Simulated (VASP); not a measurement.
Pb, 1 atom in the cell. The structure is cubic, space group Fm-3m (No. 225). The conventional cell has a = 4.849 Å, b = 4.849 Å, c = 4.849 Å, α = 90.00°, β = 90.00°, γ = 90.00°. Within 4.5 Å of Pb (site symmetry m-3m) lie 12 Pb at 3.43 Å. 

* Program: VASP 6.6.1
* Task: single point
* Functional: PBE
* Dispersion: D3(BJ)
* Potentials or basis: VASP PAW PBE potentials, release 64 (Pb_d)
* Cutoff: 520 eV
* k mesh: 9 × 9 × 9
* Occupations: fermi-dirac, width 0.05 eV
* Spin: no spin polarisation
* Dipole correction: no
* Further INCAR settings: ALGO = Fast; EDIFF = 1e-06; NBANDS = 13

Potentials or basis: VASP PAW PBE potentials, release 64 (Pb_d).

Command:

```sh
$ cat potpaw_PBE.64/Pb_d/POTCAR > POTCAR
$ mpirun -np 1 vasp_std > vasp.out
```

Hardware: 1 thread of Intel(R) Xeon(R) 6975P-C (Granite Rapids), with other jobs on the host.

Task: How long does it take, and how much memory?

Result: Run time: 8.7 s on 1 thread of Intel(R) Xeon(R) 6975P-C (Granite Rapids), on a shared host, peak memory 0.16 GiB. Counts: scf iterations 12, k points 35.
